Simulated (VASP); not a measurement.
# Te2Mo: single point with PBEsol+D3(BJ)

Te2Mo, a slab with vacuum:

```
Te Mo
1.0
     3.43645    0.00000    0.00000
    -1.71822    2.97605    0.00000
     0.00000    0.00000   35.86466
Te Mo
8 4
Direct
  0.33333 0.66667 0.32935
  0.33333 0.66667 0.95774
  0.66667 0.33333 0.14347
  0.66667 0.33333 0.77199
  0.66667 0.33333 0.04226
  0.66667 0.33333 0.67065
  0.33333 0.66667 0.22801
  0.33333 0.66667 0.85653
  0.66667 0.33333 0.27874
  0.66667 0.33333 0.90713
  0.33333 0.66667 0.09287
  0.33333 0.66667 0.72126
```

```json
{
  "Program": "VASP 6.6.1",
  "Task": "single point",
  "Functional": "PBEsol",
  "Dispersion": "D3(BJ)",
  "Potentials or basis": "VASP PAW PBE potentials, release 64 (Te, Mo_sv)",
  "Cutoff": "520 eV",
  "k mesh": "9 × 9 × 1",
  "Occupations": "fermi-dirac, width 0.05 eV",
  "Spin": "no spin polarisation",
  "Dipole correction": "no",
  "Further INCAR settings": "ALGO = Normal; EDIFF = 1e-07; NBANDS = 64"
}
```

- Largest force: 0.032 eV/Å
- Band gap on the k mesh: 0.58 eV, indirect (least direct gap 1.00 eV)
- Dispersion energy per atom: -0.514 eV

Forces in eV/Å, atoms in the order of the input:
```
Te   0.000  0.000  0.032
Te   0.000  0.000  0.027
Te   0.000  0.000  0.027
Te   0.000  0.000  0.025
Te   0.000  0.000 -0.027
Te   0.000  0.000 -0.032
Te   0.000  0.000 -0.025
Te   0.000  0.000 -0.027
Mo   0.000  0.000 -0.002
Mo   0.000  0.000 -0.002
Mo   0.000  0.000  0.002
Mo   0.000  0.000  0.002
```

Levels at points of the mesh, in eV from the valence-band top:
```
           k point  band 49  band 50  band 51  band 52  band 53  band 54  band 55  band 56
(0.00, 0.00, 0.00)    -1.07    -0.01    -0.01    -0.01     2.94     2.94     2.97     2.97
```

Wall time 26 min on 1 thread of Oxide Virtual Turin-like Processor, with other jobs on the host, peak memory 0.53 GiB.

Caveat: the PAW data sets were made with another functional, which shifts forces and pressure a little; spin-orbit coupling is left out, which moves the levels of the heavy elements.
